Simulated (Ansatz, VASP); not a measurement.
## Two plane-wave programs on WC

INCAR

```
SYSTEM = WC
PREC     = Accurate       ! precision mode
ENCUT    = 600            ! plane-wave cutoff, eV
EDIFF    = 1E-7           ! SCF threshold, eV
ISMEAR   = 0              ! smearing method
SIGMA    = 0.1            ! smearing width, eV
LREAL    = .False.        ! projectors in reciprocal space
LASPH    = .True.         ! aspherical terms in the spheres
NELM     = 60             ! most SCF steps
ALGO     = Normal         ! electronic algorithm
ISIF     = 3              ! what is computed and relaxed
LWAVE    = .False.        ! write WAVECAR
LCHARG   = .False.        ! write CHGCAR
GGA      = PE             ! functional
IBRION   = 2              ! ionic algorithm
NSW      = 100            ! ionic steps
EDIFFG   = -0.05          ! ionic threshold
```

KPOINTS

```
Automatic mesh
0
Gamma
  9 9 8
  0 0 0
```

POSCAR

```
WC
1.0
    2.9005011018      0.0000000000      0.0000000000
   -1.4502505509      2.5119076379      0.0000000000
    0.0000000000      0.0000000000      2.8289996740
W C
1 1
Direct
    0.0000000000      0.0000000000      0.0000000000
    0.6666666667      0.3333333333      0.5000000000
```

Input for Ansatz:

```yaml
crystal:
  lattice:
    - [2.9005011018, 0.0, 0.0]
    - [-1.4502505509, 2.5119076379, 0.0]
    - [0.0, 0.0, 2.828999674]
  atoms:
    - { symbol: W, position: [0.0, 0.0, 0.0] }
    - { symbol: C, position: [0.6666666667, 0.3333333333, 0.5] }
basis:
  ecutwfc: 420
kpoints:
  mp_grid: { grid: [9, 9, 8] }
hamiltonian:
  xc: pbe
scf:
  occupations: { method: gaussian, width: 0.1 }
output:
  forces: true
  stress: true
  eigenvalues: true
relax:
  adjacent_minimum: "off"
  f_tol: 0.05
  max_steps: 80
  cell: { stress_tol: 0.5 }
```

Alike in both runs: task relaxation of cell and atoms; functional PBE; k mesh 9 × 9 × 8; occupations gaussian, width 0.1 eV; no spin polarisation.

|  | VASP | Ansatz |
| --- | --- | --- |
| version | VASP 6.6.1 | Ansatz 0.2.0 |
| potentials or method | VASP PAW PBE potentials, release 64 (W_sv, C), cutoff 600 eV | scalar-relativistic, plane waves, PAW |
| valence electrons in the cell | 18 | 18 |

```tsv
	VASP	Ansatz	Ansatz less VASP
gap on the k mesh at the Fermi level, each at its own relaxed structure (eV)	none	none	-
relaxed volume (Å³/atom)	10.55	10.53	-0.026
relaxed cell length with the largest relative difference (Å)	2.852	2.846	-0.0058
```

A gap of «none» marks a metal or a gap that the smearing closes.

Spin-orbit coupling is off throughout.
